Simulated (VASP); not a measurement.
A run of VASP 6.6.1 is set up as follows.

File INCAR:

```
SYSTEM = LiCl
PREC = Accurate ; ENCUT = 520
EDIFF = 1E-6 ; ISMEAR = 0
SIGMA = 0.01 ; LREAL = .False.
LASPH = .True. ; NELM = 80
ALGO = Normal ; ISIF = 2
LWAVE = .False. ; LCHARG = .False.
GGA = PE ; NBANDS = 12
```

KPOINTS

```
regular mesh
0
Gamma
  4 4 4
  0 0 0
```

POSCAR

```
LiCl
1.0
    3.1582350898      0.0000000000      0.0000000000
    0.0000000000      3.1582350898      0.0000000000
    0.0000000000      0.0000000000      3.1582350898
Li Cl
1 1
Direct
    0.0000000000      0.0000000000      0.0000000000
    0.5000000000      0.5000000000      0.5000000000
```

Potentials or basis: VASP PAW PBE potentials, release 64 (Li_sv, Cl).

The run is started by

```console
$ cat potpaw_PBE.64/Li_sv/POTCAR potpaw_PBE.64/Cl/POTCAR > POTCAR
$ mpirun -np 1 vasp_std > vasp.out
```

Question: Estimate the band gap on the k mesh.

Answer: 4.86 eV, indirect (least direct gap 5.04 eV).

Caveat: the k points lie up to 0.50 Å⁻¹ apart. A k mesh can miss the band edges.
